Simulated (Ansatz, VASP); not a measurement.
CsAg2 in VASP and in Ansatz

```xyz
3
Lattice="4.8502 0.0000 0.0000 -2.4251 4.2004 0.0000 0.0000 0.0000 5.4618" Properties=species:S:1:pos:R:3 pbc="T T T"
Cs    0.0000    0.0000    2.7309
Ag    0.0000    2.8003    0.0000
Ag    2.4251    1.4001    0.0000
```

Alike in both runs: functional PBE; k mesh 12 × 12 × 8; occupations gaussian, width 0.1 eV; no spin polarisation.

Ansatz relaxed the structure, and its values are those at the end. VASP's run is a single point on that final structure, the one shown.

|  | VASP | Ansatz |
| --- | --- | --- |
| version | VASP 6.6.1 | Ansatz 0.2.0 |
| potentials or method | VASP PAW PBE potentials, release 64 (Cs_sv, Ag), cutoff 520 eV | scalar-relativistic, plane waves, PAW |
| valence electrons in the cell | 31 | 47 |

```tsv
	VASP	Ansatz	Ansatz less VASP
gap on the k mesh at the Fermi level (eV)	none	none	-
pressure (GPa)	0.0	0.0	0.00
```

A gap of «none» marks a metal or a gap that the smearing closes. The functional is the same, so the differences come from potentials, cutoffs and numerics. VASP's potentials hold 31 valence electrons a cell and Ansatz's 47, so a difference there can come from the potentials and not from the codes.

Neither program's run includes spin-orbit coupling.
